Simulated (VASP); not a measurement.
Write the native input for VASP 6.6.1 that does the following.

| Item | Value |
| --- | --- |
| Task | single point |
| Functional | PBE |
| Potentials or basis | VASP PAW PBE potentials, release 64 (Sr_sv, Cl) |
| Cutoff | 520 eV |
| k mesh | 6 × 6 × 6 |
| Occupations | gaussian, width 0.05 eV |
| Spin | no spin polarisation |
| Dipole correction | no |
| Further INCAR settings | ALGO = Normal; EDIFF = 1e-07; NBANDS = 19 |

The structure of SrCl2 lies in POSCAR:

```
SrCl2
1.0
    0.0000000000      3.5556939955      3.2819055578
    3.5556939955      0.0000000000      3.2819055578
    3.5556939955      3.5556939955      0.0000000000
Sr Cl
1 2
Direct
    0.0000000000      0.0000000000      0.0000000000
    0.2500000000      0.2500000000      0.2500000000
    0.7500000000      0.7500000000      0.7500000000
```

These files were run (other wordings do the same):

INCAR

```
ALGO = Normal
EDIFF = 1E-7
ENCUT = 520
GGA = PE
ISIF = 2
ISMEAR = 0
LASPH = True
LCHARG = False
LREAL = False
LWAVE = False
NBANDS = 19
NELM = 100
PREC = Accurate
SIGMA = 0.05
```

KPOINTS

```
k-points
0
Gamma
  6 6 6
```

Potentials or basis: VASP PAW PBE potentials, release 64 (Sr_sv, Cl).

Launch:

```console
$ cat potpaw_PBE.64/Sr_sv/POTCAR potpaw_PBE.64/Cl/POTCAR > POTCAR
$ mpirun -np 1 vasp_std > vasp.out
```

Results of the run:

| Quantity | Value |
| --- | --- |
| Pressure | 2.1 GPa |
| Band gap on the k mesh | 4.88 eV (least direct gap 5.08 eV) |

Wall time 28 s on 1 thread of AMD EPYC 9R45 96-Core Processor (Zen 5) (shared host), peak memory 0.2 GiB.
